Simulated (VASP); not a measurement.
# AlN (F-43m) in VASP: a series of runs

Runs on AlN. Level: PBE. Tasks: single point.

All numbers are computed with VASP 6.6.1; they aren't measurements. Logs are shortened: lines on timing, memory, paths and dates and some standing lists are left out, and cuts for length are marked.

## 1. The cell of the first run

It takes space group F-43m (No. 216, cubic). Conventional cell: a = 4.368 Å, b = 4.368 Å, c = 4.368 Å, α = 90.00°, β = 90.00°, γ = 90.00°. Al (site symmetry -43m) has 4 N at 1.89 Å within 2.5 Å. N (site symmetry -43m) has 4 Al at 1.89 Å within 2.5 Å.

## 2. Single point, PBE

File INCAR:

```
SYSTEM = AlN
PREC = Accurate
ENCUT = 600
EDIFF = 1E-6
ISMEAR = 0
SIGMA = 0.01
LREAL = .False.
LASPH = .True.
NELM = 120
ALGO = Normal
ISIF = 2
LWAVE = .False.
LCHARG = .True.
GGA = PE
LELF = .True.
LVHAR = .True.
NBANDS = 11
GGA_COMPAT = .False.
```

File KPOINTS:

```
Automatic mesh
0
Gamma
  4 4 4
  0 0 0
```

File POSCAR:

```
AlN
1.0
    0.0000000000      2.1839935600      2.1839935600
    2.1839935600      0.0000000000      2.1839935600
    2.1839935600      2.1839935600      0.0000000000
Al N
1 1
Direct
    0.0000000000      0.0000000000      0.0000000000
    0.2500000000      0.2500000000      0.2500000000
```

Potentials or basis: VASP PAW PBE potentials, release 64 (Al, N).

Started as:

```sh
cat potpaw_PBE.64/Al/POTCAR potpaw_PBE.64/N/POTCAR > POTCAR
mpirun -np 1 vasp_std > vasp.out
```

OUTCAR:

```text
SYSTEM = AlN
   PREC = Accurate
   ENCUT = 600
   EDIFF = 1E-6
   ISMEAR = 0
   LREAL = .False.
   LASPH = .True.
   NELM = 120
   ISIF = 2
   GGA = PE

 ion  position               nearest neighbor table
   1  0.000  0.000  0.000-   2 1.89   2 1.89   2 1.89   2 1.89
   2  0.250  0.250  0.250-   1 1.89   1 1.89   1 1.89   1 1.89

  LATTYP: Found a face centered cubic cell.
 ALAT       =     4.3679871200

  Lattice vectors:

 A1 = (   0.0000000000,   2.1839935600,   2.1839935600)
 A2 = (   2.1839935600,   0.0000000000,   2.1839935600)
 A3 = (   2.1839935600,   2.1839935600,   0.0000000000)

Analysis of symmetry for initial positions (statically):
=====================================================================
 Subroutine PRICEL returns:
 Original cell was already a primitive cell.

 Routine SETGRP: Setting up the symmetry group for a
 face centered cubic supercell.

 Subroutine GETGRP returns: Found 24 space group operations
 (whereof 24 operations were pure point group operations)
 out of a pool of 48 trial point group operations.

The static configuration has the point symmetry T_d .

Analysis of symmetry for dynamics (positions and initial velocities):
=====================================================================
 Subroutine PRICEL returns:
 Original cell was already a primitive cell.

 Routine SETGRP: Setting up the symmetry group for a
 face centered cubic supercell.

 Subroutine GETGRP returns: Found 24 space group operations
 (whereof 24 operations were pure point group operations)
 out of a pool of 48 trial point group operations.

The dynamic configuration has the point symmetry T_d .

 Subroutine INISYM returns: Found 24 space group operations
 (whereof 24 operations are pure point group operations),
 and found     1 'primitive' translations

----------------------------------------------------------------------------------------

                                     Primitive cell

  volume of cell :      20.8345

  direct lattice vectors                    reciprocal lattice vectors
     0.000000000  2.183993560  2.183993560    -0.228938404  0.228938404  0.228938404
     2.183993560  0.000000000  2.183993560     0.228938404 -0.228938404  0.228938404
     2.183993560  2.183993560  0.000000000     0.228938404  0.228938404 -0.228938404

  length of vectors
     3.088633313  3.088633313  3.088633313     0.396532948  0.396532948  0.396532948

[... 70 lines left out ...]
   ISYM   =      2    0-nonsym 1-usesym 2-fastsym
   POTIM  = 0.5000    time-step for ionic-motion
   TEBEG  =    0.0;   TEEND  =   0.0 temperature during run
   PSTRESS=    0.0 pullay stress
   NELECT =       8.0000    total number of electrons
   NUPDOWN=      -1.0000    fix difference up-down
   EMIN   =  10.00;   EMAX   =-10.00  energy-range for DOS
   EFERMI =   0.00;   METHOD = LEGACY
   ISMEAR =     0;   SIGMA  =   0.01  broadening in eV -4-tet -1-fermi 0-gaus
   EFERMI_NEDOS =   21; number of points for ismear=-14 and -15
   IALGO  =     38    algorithm
   IMIX   =      4    mixing-type and parameters
     AMIX     =   0.40;   BMIX     =  1.00
     AMIX_MAG =   1.60;   BMIX_MAG =  1.00
  volume/ion in A,a.u.               =      10.42        70.30
  Fermi-wavevector in a.u.,A,eV,Ry     =   1.189899  2.248583 19.263943  1.415860
  Thomas-Fermi vector in A             =   2.325996
   LORBIT       =      0    0 simple, 1 ext, 2 COOP (PROOUT), +10 PAW based schemes
   GGA     = PE    functional components
   LHFCALC =     F    Hartree Fock is set to
   AEXX    =    0.0000 exact exchange contribution
   IVDW    =     0    specifies the selected vdW correction
   LEPSILON=     F    determine dielectric tensor
   LRPA    =     F    only Hartree local field effects (RPA)
 non-spin polarized calculation
 Gauss-broadening in eV      SIGMA  =   0.01
  energy-cutoff  :      600.00
  volume of cell :       20.83
 maximum number of plane-waves:       725
 NGX is ok and might be reduce to    28
   NGX = 13   NGY = 13   NGZ = 13

 number of electron       7.9999999 magnetization

 Free energy of the ion-electron system (eV)
  ---------------------------------------------------
  ext. energy  EPLUGINS =         0.00000000
  ---------------------------------------------------
  free energy    TOTEN  =       -14.80486307 eV

  energy without entropy =      -14.80486307  energy(sigma->0) =      -14.80486307

 E-fermi :   6.0605     XC(G=0): -10.9265

 val. band max:        6.0006347070   @ k =   0.0000   0.0000   0.0000
 cond. band min:       9.2925215091   @ k =   0.5000   0.5000   0.0000
 fundamental gap:      3.2918868021
 Fermi energy:         6.0604980749

 k-point     1 :       0.0000    0.0000    0.0000
  band No.  band energies     occupation
      1      -8.9883      2.00000
      2       6.0006      2.00000
      3       6.0006      2.00000
      4       6.0006      2.00000
      5      10.1846      0.00000
      6      18.5343      0.00000
      7      18.5343      0.00000
      8      18.5343      0.00000
      9      23.6632      0.00000
     10      23.6632      0.00000
     11      25.0664      0.00000
[... 85 lines left out ...]
 k-point     8 :      -0.2500    0.5000    0.2500
  band No.  band energies     occupation
      1      -6.2407      2.00000
      2       2.2086      2.00000
      3       2.5554      2.00000
      4       3.2951      2.00000
      5      12.0307      0.00000
      6      17.4125      0.00000
      7      17.9565      0.00000
      8      18.1634      0.00000
      9      23.2245      0.00000
     10      24.8876      0.00000
     11      31.0085      0.00000

------------------------ aborting loop because EDIFF is reached ----------------------------------------

  FORCE on cell =-STRESS in cart. coord.  units (eV):
  Direction    XX          YY          ZZ          XY          YZ          ZX
  --------------------------------------------------------------------------------------
  -------------------------------------------------------------------------------------
  Total        0.5853401      0.5853401      0.5853401      0.0000000      0.0000000     -0.0000000
  in kB       45.0126728     45.0126728     45.0126728      0.0000000      0.0000000     -0.0000000
  external PRESSURE =      45.0126728 kB  Pullay stress =       0.0000000 kB

 VOLUME and BASIS-vectors are now :
 -----------------------------------------------------------------------------
  energy-cutoff  :      600.00
  volume of cell :       20.83
      direct lattice vectors                 reciprocal lattice vectors
     0.000000000  2.183993560  2.183993560    -0.228938404  0.228938404  0.228938404
     2.183993560  0.000000000  2.183993560     0.228938404 -0.228938404  0.228938404
     2.183993560  2.183993560  0.000000000     0.228938404  0.228938404 -0.228938404

 POSITION                                       TOTAL-FORCE (eV/Angst)
 -----------------------------------------------------------------------------------
      0.00000      0.00000      0.00000         0.000000      0.000000     -0.000000
      1.09200      1.09200      1.09200        -0.000000     -0.000000      0.000000
 -----------------------------------------------------------------------------------
    total drift:                                0.000000      0.000000      0.000000

  FREE ENERGIE OF THE ION-ELECTRON SYSTEM (eV)
  ---------------------------------------------------
  free  energy   TOTEN  =       -14.8048630664 eV

  energy  without entropy=      -14.8048630664  energy(sigma->0) =      -14.80486307
```

OSZICAR:

```text
N       E                     dE             d eps       ncg     rms          rms(c)
DAV:   1     0.165378027485E+02    0.16538E+02   -0.43248E+03   176   0.686E+02
DAV:   2    -0.161442469688E+02   -0.32682E+02   -0.31716E+02   208   0.166E+02
DAV:   3    -0.172076592242E+02   -0.10634E+01   -0.10624E+01   220   0.280E+01
DAV:   4    -0.172137784600E+02   -0.61192E-02   -0.61189E-02   203   0.224E+00
DAV:   5    -0.172138553037E+02   -0.76844E-04   -0.76843E-04   215   0.243E-01    0.864E+00
DAV:   6    -0.148161997409E+02    0.23977E+01   -0.11798E+01   211   0.182E+01    0.282E+00
DAV:   7    -0.148109482514E+02    0.52515E-02   -0.17965E-01   203   0.323E+00    0.205E+00
DAV:   8    -0.148062258573E+02    0.47224E-02   -0.28580E-02   185   0.171E+00    0.578E-01
DAV:   9    -0.148048118023E+02    0.14141E-02   -0.37937E-03   206   0.395E-01    0.236E-01
DAV:  10    -0.148048518015E+02   -0.39999E-04   -0.50329E-04   197   0.146E-01    0.224E-02
DAV:  11    -0.148048630401E+02   -0.11239E-04   -0.19095E-05   203   0.308E-02    0.152E-02
DAV:  12    -0.148048630664E+02   -0.26231E-07   -0.42476E-07   127   0.520E-03
   1 F= -.14804863E+02 E0= -.14804863E+02  d E =-.722327E-19
```

stdout:

```text
POSCAR found type information on POSCAR AlN
 POSCAR found :  2 types and       2 ions
 scaLAPACK will be used
 LDA part: xc-table for (Slater+PW92), standard interpolation
 POSCAR, INCAR and KPOINTS ok, starting setup
 FFT: planning ... GRIDC
 FFT: planning ... GRID_SOFT
 FFT: planning ... GRID
 WAVECAR not read
 entering main loop
```

Run time: 8.5 s. Hardware: 1 thread of Intel Xeon 8259CL, shared host; peak memory 0.14 GiB.

Results:

```
Free energy            : -14.8049 eV
Pressure               : 4.5 GPa
Band gap on the k mesh : 3.29 eV (least direct gap 4.18 eV)
```

Caveat: the k points lie up to 0.62 Å⁻¹ apart. A k mesh can miss the band edges.

(Continued in part 2 of 3.)
